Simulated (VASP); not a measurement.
Crystal: BaS.

```
Ba S
1.0
     0.00000    3.21180    3.21180
     3.34027    0.00000    3.21180
     3.34027    3.21180    0.00000
Ba S
1 1
Direct
  0.00000 0.00000 0.00000
  0.50000 0.50000 0.50000
```

This cell differs from its parent crystal: uniaxial x strain +4.0%.

Base run:

* Program: VASP 6.6.1
* Functional: r2SCAN
* Potentials or basis: VASP PAW PBE potentials, release 64 (Ba_sv, S)
* Cutoff: 520 eV
* k mesh: 8 × 8 × 8
* Occupations: gaussian, width 0.01 eV
* Spin: no spin polarisation

Its results: band gap on the k mesh 2.51 eV (least direct gap 2.67 eV); pressure -0.9 GPa.

Task: The run is repeated on the same cell with these changes: functional from r2SCAN to PBE; k mesh from 8 × 8 × 8 to 4 × 4 × 4. What comes out?

Result: Band gap on the k mesh 2.15 eV (least direct gap 2.31 eV); pressure -0.8 GPa.

Several settings changed at once.

Caveats: spin-orbit coupling is left out, which moves the levels of the heavy elements; the PAW data sets were made with another functional, which shifts forces and pressure a little (at least some runs).

A k mesh can miss the band edges.
